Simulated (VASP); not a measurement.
A run of VASP 6.6.1 is set up as follows.

Contents of INCAR:

```
SYSTEM = MoOs6
ALGO     = Normal         ! electronic algorithm
EDIFF    = 1E-6           ! SCF threshold, eV
ENCUT    = 520            ! plane-wave cutoff, eV
GGA      = PE             ! functional
ISIF     = 2              ! what is computed and relaxed
ISMEAR   = 0              ! smearing method
LASPH    = .TRUE.         ! aspherical terms in the spheres
LCHARG   = .TRUE.         ! write CHGCAR
LELF     = .TRUE.         ! ELF
LREAL    = .FALSE.        ! projectors in reciprocal space
LVHAR    = .TRUE.       
LWAVE    = .FALSE.        ! write WAVECAR
NBANDS   = 40             ! bands
NELM     = 100            ! most SCF steps
PREC     = Accurate       ! precision mode
SIGMA    = 0.1            ! smearing width, eV
```

Contents of KPOINTS:

```
k-points
0
G
  4 4 4
  0 0 0
```

File POSCAR:

```
MoOs6
1.0
    4.9721842900      0.0000000000      0.0000000000
    0.0000000000      4.9721842900      0.0000000000
    0.0000000000      0.0000000000      4.9721842900
Mo Os
1 6
Direct
    0.0000000000      0.0000000000      0.0000000000
    0.2099999900      0.5000000000      0.5000000000
    0.5000000000      0.2099999900      0.5000000000
    0.7900000100      0.5000000000      0.5000000000
    0.5000000000      0.7900000100      0.5000000000
    0.5000000000      0.5000000000      0.2099999900
    0.5000000000      0.5000000000      0.7900000100
```

Potentials or basis: VASP PAW PBE potentials, release 64 (Mo_sv, Os).

Command:

```sh
$ cat potpaw_PBE.64/Mo_sv/POTCAR potpaw_PBE.64/Os/POTCAR > POTCAR
$ mpirun -np 1 vasp_std > vasp.out
```

**Question.** What does it give for the largest force?

**Answer.** 35.721 eV/Å.

**Question.** What does it give for the pressure?

**Answer.** 200.9 GPa.

Forces in eV/Å, atoms in the order of the input:
```
Mo    0.000   0.000   0.000
Os  -35.721   0.000   0.000
Os    0.000 -35.721   0.000
Os   35.721   0.000   0.000
Os    0.000  35.721   0.000
Os    0.000   0.000 -35.721
Os    0.000   0.000  35.721
```

Caveat: the cell stands under pressure; forces of over 1 eV/Å act on the atoms, so gaps and moduli don't describe the material at rest.
